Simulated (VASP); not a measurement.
Write the native input for VASP 6.6.1 that does the following.

| Quantity | Value |
| --- | --- |
| Task | single point |
| Functional | LDA |
| Potentials or basis | VASP PAW LDA potentials, release 64 (Li_sv) |
| Cutoff | 520 eV |
| k mesh | 12 × 12 × 7 |
| Occupations | gaussian, width 0.025 eV |
| Spin | no spin polarisation |
| Dipole correction | no |
| Further INCAR settings | ALGO = Normal; EDIFF = 1e-07; NBANDS = 10 |

The structure of Li lies in POSCAR:

```
Li
1.0
    3.1110000000      0.0000000000      0.0000000000
   -1.5555000000      2.6942050300      0.0000000000
    0.0000000000      0.0000000000      5.0930000000
Li
2
Direct
    0.3333333300      0.6666666700      0.2500000000
    0.6666666700      0.3333333300      0.7500000000
```

These files were run (other wordings do the same):

INCAR

```
SYSTEM = Li
PREC = Accurate
ENCUT = 520
EDIFF = 1E-7
ISMEAR = 0
SIGMA = 0.025
LREAL = .False.
LASPH = .True.
NELM = 60
ALGO = Normal
ISIF = 2
LWAVE = .False.
LCHARG = .False.
NBANDS = 10
```

KPOINTS

```
Automatic mesh
0
Gamma
  12 12 7
  0 0 0
```

Potentials or basis: VASP PAW LDA potentials, release 64 (Li_sv).

Run with:

```bash
$ cat potpaw_LDA.64/Li_sv/POTCAR > POTCAR
$ mpirun -np 1 vasp_std > vasp.out
```

Results of the run:

The band gap on the k mesh is zero (band 3 reaches 2.54 eV, above the bottom of band 4 at -1.58 eV).

It took 12 s on 1 thread of Intel Xeon 6975P-C, with other jobs on the host, peak memory 0.15 GiB.
